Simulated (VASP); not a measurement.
# Rh (Immm) in VASP: notebook

The runs below take Rh through single point, with r2SCAN.

Program: VASP 6.6.1. These are calculated values, not measurements. Logs are shortened: lines on timing, memory, paths and dates and some standing lists are left out, and cuts for length are marked.

### Step 1. The cell of the first run

It takes space group Immm (No. 71, orthorhombic). Conventional cell: a = 2.666 Å, b = 2.713 Å, c = 3.803 Å, α = 90.00°, β = 90.00°, γ = 90.00°. Within 3.5 Å of Rh (site symmetry mmm) lie 12 Rh at 2.67 to 2.71 Å.

### Step 2. Single point, r2SCAN (strain +0.0175 x Voigt [0, 0, 0, 1, 0, 0])

POSCAR reads:

```
Rh
1.0
    0.0000000000      1.9181885625      1.9181885625
    1.9015500000      0.0166385625      1.9015500000
    1.9015500000      1.9015500000      0.0166385625
Rh
1
Direct
    0.0000000000      0.0000000000      0.0000000000
```

INCAR.step1 reads:

```
PREC = Accurate
ENCUT = 520
ISMEAR = 0
SIGMA = 0.15
LREAL = False
LASPH = True
NELM = 100
NBANDS = 14
GGA = PE
ALGO = Normal
EDIFF = 1E-4
LWAVE = True
LCHARG = False
```

INCAR.step2 reads:

```
PREC = Accurate
ENCUT = 520
EDIFF = 1E-6
ISMEAR = 0
SIGMA = 0.15
LREAL = False
LASPH = True
NELM = 100
ALGO = Normal
ISIF = 2
LWAVE = False
LCHARG = False
METAGGA = R2SCAN
LMIXTAU = True
NBANDS = 14
ISTART = 1
```

KPOINTS reads:

```
Automatic mesh
0
Gamma
  22 22 22
```

Potentials or basis: VASP PAW PBE potentials, release 64 (Rh_pv).

The run is started by

```
$ cat potpaw_PBE.64/Rh_pv/POTCAR > POTCAR
$ cp INCAR.step1 INCAR
$ mpirun -np 1 vasp_std > vasp.out
$ cp INCAR.step2 INCAR
$ mpirun -np 1 vasp_std > vasp.out
```

OUTCAR:

```text
PREC = Accurate
   ENCUT = 520
   EDIFF = 1E-6
   ISMEAR = 0
   LREAL = False
   LASPH = True
   NELM = 100
   ISIF = 2
   METAGGA = R2SCAN
   ISTART = 1

 ion  position               nearest neighbor table
   1  0.000  0.000  0.000-

  LATTYP: Found a body centered orthorhombic cell.
 ALAT       =     2.6656673188
 B/A-ratio  =     1.0176544767
 C/A-ratio  =     1.4266971625

  Lattice vectors:

 A1 = (  -1.9015500000,   1.9015500000,   0.0166385625)
 A2 = (  -1.9015500000,  -1.9015500000,  -0.0166385625)
 A3 = (   1.9015500000,   0.0166385625,   1.9015500000)

Analysis of symmetry for initial positions (statically):
=====================================================================
 Subroutine PRICEL returns:
 Original cell was already a primitive cell.

 Routine SETGRP: Setting up the symmetry group for a
 body centered orthorhombic supercell.

 Subroutine GETGRP returns: Found  8 space group operations
 (whereof  8 operations were pure point group operations)
 out of a pool of  8 trial point group operations.

The static configuration has the point symmetry D_2h.

Analysis of symmetry for dynamics (positions and initial velocities):
=====================================================================
 Subroutine PRICEL returns:
 Original cell was already a primitive cell.

 Routine SETGRP: Setting up the symmetry group for a
 body centered orthorhombic supercell.

 Subroutine GETGRP returns: Found  8 space group operations
 (whereof  8 operations were pure point group operations)
 out of a pool of  8 trial point group operations.

The dynamic configuration has the point symmetry D_2h.

 Subroutine INISYM returns: Found  8 space group operations
 (whereof  8 operations are pure point group operations),
 and found     1 'primitive' translations

----------------------------------------------------------------------------------------

                                     Primitive cell

  volume of cell :      13.7505

  direct lattice vectors                    reciprocal lattice vectors
     0.000000000  1.918188562  1.918188562    -0.262943388  0.260662591  0.260662591
     1.901550000  0.016638562  1.901550000     0.262943388 -0.265264452  0.265264452
     1.901550000  1.901550000  0.016638562     0.262943388  0.265264452 -0.265264452

  length of vectors
     2.712728280  2.689249272  2.689249272     0.452801499  0.458115362  0.458115362

  position of ions in fractional coordinates (direct lattice)
     0.000000000  0.000000000  0.000000000

  ion indices of the primitive-cell ions
   primitive index   ion index
                 1           1

----------------------------------------------------------------------------------------

 KPOINTS: Automatic mesh

Automatic generation of k-mesh.
 Grid dimensions read from file:
 generate k-points for:   22   22   22

 Generating k-lattice:

  Cartesian coordinates                     Fractional coordinates (reciprocal lattice)
    -0.011951972  0.011848300  0.011848300     0.045454545  0.000000000 -0.000000000
     0.011951972 -0.012057475  0.012057475     0.000000000  0.045454545  0.000000000
     0.011951972  0.012057475 -0.012057475     0.000000000  0.000000000  0.045454545

  Length of vectors
     0.020581886  0.020823426  0.020823426

  Shift w.r.t. Gamma in fractional coordinates (k-lattice)
     0.000000000  0.000000000  0.000000000

 Subroutine IBZKPT returns following result:
 ===========================================

 Found   1530 irreducible k-points:

 Following reciprocal coordinates:
            Coordinates               Weight
  0.000000  0.000000  0.000000      1.000000
  0.045455  0.000000 -0.000000      4.000000
  0.090909  0.000000 -0.000000      4.000000
  0.136364 -0.000000 -0.000000      4.000000
  0.181818  0.000000 -0.000000      4.000000
  0.227273  0.000000 -0.000000      4.000000
[... 16 lines left out ...]
  0.454545  0.045455  0.000000      8.000000
  0.500000  0.045455 -0.000000      8.000000
 [... further k-points ...]
   k-points           NKPTS =   1530   k-points in BZ     NKDIM =   1530   number of bands    NBANDS=     14
   number of dos      NEDOS =    301   number of ions     NIONS =      1
   total plane-waves  NPLWV =   8000
   dimension x,y,z NGX =    20 NGY =   20 NGZ =   20
   dimension x,y,z NGXF=    40 NGYF=   40 NGZF=   40
   ions per type =               1
   NGX,Y,Z   is equivalent  to a cutoff of  12.26, 12.36, 12.36 a.u.
   NGXF,Y,Z  is equivalent  to a cutoff of  24.51, 24.73, 24.73 a.u.
 SYSTEM =  unknown system
   PREC   = accura    normal or accurate (medium, high low for compatibility)
   ISTART =      1    job   : 0-new  1-cont  2-samecut
   ICHARG =      0    charge: 1-file 2-atom 10-const
   ISPIN  =      1    spin polarized calculation?
   LNONCOLLINEAR =      F non collinear calculations
   LSORBIT =      F    spin-orbit coupling
   LASPH  =      T    aspherical Exc in radial PAW
   ENCUT  =  520.0 eV  38.22 Ry    6.18 a.u.   5.04  5.00  5.00*2*pi/ulx,y,z
   NELM   =    100;   NELMIN=  2; NELMDL=  0     # of ELM steps
   EDIFF  = 0.1E-05   stopping-criterion for ELM
   LREAL  =      F    real-space projection
   EDIFFG = 0.1E-04   stopping-criterion for IOM
   NSW    =      0    number of steps for IOM
   IBRION =     -1    ionic relax: 0-MD 1-quasi-New 2-CG
   NFREE  =      0    steps in history (QN), initial steepest desc. (CG)
   ISIF   =      2    stress and relaxation
   ISYM   =      2    0-nonsym 1-usesym 2-fastsym
   POTIM  = 0.5000    time-step for ionic-motion
   TEBEG  =    0.0;   TEEND  =   0.0 temperature during run
   PSTRESS=    0.0 pullay stress
   NELECT =      15.0000    total number of electrons
   NUPDOWN=      -1.0000    fix difference up-down
   EMIN   =  10.00;   EMAX   =-10.00  energy-range for DOS
   EFERMI =   0.00;   METHOD = LEGACY
   ISMEAR =     0;   SIGMA  =   0.15  broadening in eV -4-tet -1-fermi 0-gaus
   EFERMI_NEDOS =   21; number of points for ismear=-14 and -15
   IALGO  =     38    algorithm
   IMIX   =      4    mixing-type and parameters
     AMIX     =   0.40;   BMIX     =  1.00
     AMIX_MAG =   1.60;   BMIX_MAG =  1.00
  volume/ion in A,a.u.               =      13.75        92.79
  Fermi-wavevector in a.u.,A,eV,Ry     =   1.685254  3.184667 38.641628  2.840080
  Thomas-Fermi vector in A             =   2.768130
   LORBIT       =      0    0 simple, 1 ext, 2 COOP (PROOUT), +10 PAW based schemes
   METAGGA = R2SCAN    functional components
   LHFCALC =     F    Hartree Fock is set to
   AEXX    =    0.0000 exact exchange contribution
   IVDW    =     0    specifies the selected vdW correction
   LEPSILON=     F    determine dielectric tensor
   LRPA    =     F    only Hartree local field effects (RPA)
 non-spin polarized calculation
 Gauss-broadening in eV      SIGMA  =   0.15
  energy-cutoff  :      520.00
  volume of cell :       13.75
 maximum number of plane-waves:       382
   NGX =  9   NGY =  9   NGZ =  9

 number of electron      15.0000006 magnetization

 Free energy of the ion-electron system (eV)
  ---------------------------------------------------
  ext. energy  EPLUGINS =         0.00000000
  ---------------------------------------------------
  free energy    TOTEN  =       -24.14196433 eV

  energy without entropy =      -24.12734459  energy(sigma->0) =      -24.13465446

 E-fermi :  11.7240     XC(G=0): -15.2033

 val. band max:       11.7202948321   @ k =   0.4545   0.3182   0.0909
 cond. band min:      11.7241850024   @ k =   0.3636   0.5000   0.1364
 fundamental gap:      0.0038901702
 Fermi energy:        11.7239916361

 k-point     1 :       0.0000    0.0000    0.0000
  band No.  band energies     occupation
      1     -36.0602      2.00000
      2     -36.0565      2.00000
      3     -36.0521      2.00000
      4       3.5532      2.00000
      5       8.4511      2.00000
      6       8.5497      2.00000
      7       8.6706      2.00000
      8      10.6625      2.00000
      9      10.6647      2.00000
     10      28.4433      0.00000
     11      29.1175      0.00000
     12      33.9099      0.00000
     13      34.2031      0.00000
     14      34.4944      0.00000

 k-point     2 :       0.0455    0.0000   -0.0000
  band No.  band energies     occupation
      1     -36.0753      2.00000
      2     -36.0596      2.00000
      3     -36.0544      2.00000
      4       3.6396      2.00000
      5       8.4308      2.00000
      6       8.5634      2.00000
      7       8.7040      2.00000
      8      10.6457      2.00000
      9      10.6476      2.00000
     10      28.5647      0.00000
     11      29.1173      0.00000
     12      33.5043      0.00000
     13      34.2553      0.00000
     14      34.6166      0.00000

 k-point     3 :       0.0909    0.0000   -0.0000
  band No.  band energies     occupation
      1     -36.1222      2.00000
      2     -36.0656      2.00000
      3     -36.0608      2.00000
      4       3.8912      2.00000
      5       8.3446      2.00000
      6       8.6340      2.00000
      7       8.7954      2.00000
      8      10.6060      2.00000
      9      10.6071      2.00000
     10      28.9010      0.00000
     11      29.1169      0.00000
     12      32.4191      0.00000
     13      34.6109      0.00000
     14      34.9755      0.00000
[... 324 lines left out ...]
 k-point    23 :       0.4545    0.0455    0.0000
  band No.  band energies     occupation
      1     -36.7971      2.00000
      2     -36.1646      2.00000
      3     -36.1591      2.00000
      4       5.4952      2.00000
      5       8.4128      2.00000
      6       8.5869      2.00000
      7      11.1982      2.00000
      8      12.2255      0.00000
      9      12.9303      0.00000
     10      21.4020      0.00000
     11      28.3551      0.00000
     12      29.1170      0.00000
     13      33.9967      0.00000
     14      34.5425      0.00000

 k-point    24 :       0.5000    0.0455   -0.0000
  band No.  band energies     occupation
      1     -36.8220      2.00000
      2     -36.1705      2.00000
      3     -36.1601      2.00000
      4       5.4616      2.00000
      5       8.3771      2.00000
      6       8.5470      2.00000
      7      11.5039      1.96203
      8      12.2746      0.00000
      9      13.3566      0.00000
     10      20.7144      0.00000
     11      28.2017      0.00000
     12      29.1169      0.00000
     13      33.8382      0.00000
     14      34.1104      0.00000

 [... further k-points ...]

------------------------ aborting loop because EDIFF is reached ----------------------------------------

  FORCE on cell =-STRESS in cart. coord.  units (eV):
  Direction    XX          YY          ZZ          XY          YZ          ZX
  --------------------------------------------------------------------------------------
  -------------------------------------------------------------------------------------
  Total        0.0627229      0.0768723      0.0768723      0.0000000     -0.3020200      0.0000000
  in kB        7.3083043      8.9569614      8.9569614      0.0000000    -35.1905707      0.0000000
  external PRESSURE =       8.4074090 kB  Pullay stress =       0.0000000 kB

 VOLUME and BASIS-vectors are now :
 -----------------------------------------------------------------------------
  energy-cutoff  :      520.00
  volume of cell :       13.75
      direct lattice vectors                 reciprocal lattice vectors
     0.000000000  1.918188562  1.918188562    -0.262943388  0.260662591  0.260662591
     1.901550000  0.016638562  1.901550000     0.262943388 -0.265264452  0.265264452
     1.901550000  1.901550000  0.016638562     0.262943388  0.265264452 -0.265264452

 POSITION                                       TOTAL-FORCE (eV/Angst)
 -----------------------------------------------------------------------------------
      0.00000      0.00000      0.00000        -0.000000     -0.000000     -0.000000
 -----------------------------------------------------------------------------------
    total drift:                               -0.000000     -0.000000     -0.000000

  FREE ENERGIE OF THE ION-ELECTRON SYSTEM (eV)
  ---------------------------------------------------
  free  energy   TOTEN  =       -24.1419643277 eV

  energy  without entropy=      -24.1273445864  energy(sigma->0) =      -24.13465446
```

Wall time 6.7 min (1 thread of AMD EPYC 9R45 (Zen 5), shared host); peak memory 0.32 GiB.

What came out:

```yaml
Free_energy: -24.1420 eV
Pressure: 0.8 GPa
Band_gap_on_the_k_mesh: zero (an odd number of electrons rules out a gap without spin polarisation)
```

Stress tensor (GPa, compression positive):
```
 0.73  0.00  0.00
 0.00  0.90 -3.52
 0.00 -3.52  0.90
```

Caveat: the cell differs from its parent crystal (strain +0.0175 x Voigt [0, 0, 0, 1, 0, 0]); the PAW data sets were made with another functional, which shifts forces and pressure a little.

### Step 3. Single point, r2SCAN (strain +0.0125 x Voigt [0, 0, 0, 1, 0, 0])

POSCAR reads:

```
Rh
1.0
    0.0000000000      1.9134346875      1.9134346875
    1.9015500000      0.0118846875      1.9015500000
    1.9015500000      1.9015500000      0.0118846875
Rh
1
Direct
    0.0000000000      0.0000000000      0.0000000000
```

INCAR.step1 reads:

```
SYSTEM = Rh
  ALGO = Normal
  EDIFF = 1E-4
  ENCUT = 520
  GGA = PE
  ISMEAR = 0
  LASPH = .True.
  LCHARG = .False.
  LREAL = .False.
  LWAVE = .True.
  NBANDS = 14
  NELM = 80
  PREC = Accurate
  SIGMA = 0.15
```

INCAR.step2 reads:

```
SYSTEM = Rh
  ALGO = Normal
  EDIFF = 1E-6
  ENCUT = 520
  ISIF = 2
  ISMEAR = 0
  ISTART = 1
  LASPH = .True.
  LCHARG = .False.
  LMIXTAU = .True.
  LREAL = .False.
  LWAVE = .False.
  METAGGA = R2SCAN
  NBANDS = 14
  NELM = 80
  PREC = Accurate
  SIGMA = 0.15
```

KPOINTS reads:

```
k-points
0
Gamma
  22 22 22
  0 0 0
```

Potentials or basis: VASP PAW PBE potentials, release 64 (Rh_pv).

The run is started by

```
$ cat potpaw_PBE.64/Rh_pv/POTCAR > POTCAR
$ cp INCAR.step1 INCAR
$ mpirun -np 1 vasp_std > vasp.out
$ cp INCAR.step2 INCAR
$ mpirun -np 1 vasp_std > vasp.out
```

Run time: 6.8 min. Hardware: 1 thread of AMD EPYC 9R45 (Zen 5), shared host; peak memory 0.32 GiB.

It converged, with:

| Quantity | Value |
| --- | --- |
| Free energy | -24.1433 eV |
| Pressure | 0.8 GPa |
| Band gap on the k mesh | zero (an odd number of electrons rules out a gap without spin polarisation) |

Stress tensor (GPa, compression positive):
```
 0.73  0.00  0.00
 0.00  0.81 -2.52
 0.00 -2.52  0.81
```

Levels at points of the mesh, in eV from the Fermi level:
| k point | band 3 | band 4 | band 5 | band 6 | band 7 | band 8 | band 9 | band 10 | band 11 | band 12 |
| --- | --- | --- | --- | --- | --- | --- | --- | --- | --- | --- |
| (0.00, 0.00, 0.00) | -47.78 | -8.17 | -3.24 | -3.17 | -3.09 | -1.06 | -1.06 | 16.72 | 17.39 | 22.27 |
| (0.50, 0.00, 0.00) | -47.88 | -6.33 | -3.34 | -3.20 | 0.54 | 0.62 | 0.84 | 8.99 | 16.33 | 17.39 |
| (0.00, 0.50, 0.00) | -47.89 | -6.33 | -3.36 | -3.22 | 0.57 | 0.65 | 0.98 | 9.19 | 16.23 | 17.39 |
| (0.50, 0.50, 0.00) | -48.07 | -6.54 | -6.17 | 0.51 | 1.05 | 1.06 | 3.49 | 12.88 | 14.01 | 14.01 |
| (0.00, 0.50, 0.50) | -48.06 | -6.54 | -6.17 | 0.52 | 1.05 | 1.06 | 3.49 | 12.88 | 13.77 | 14.26 |

Caveat: the cell differs from its parent crystal (strain +0.0125 x Voigt [0, 0, 0, 1, 0, 0]); the PAW data sets were made with another functional, which shifts forces and pressure a little.
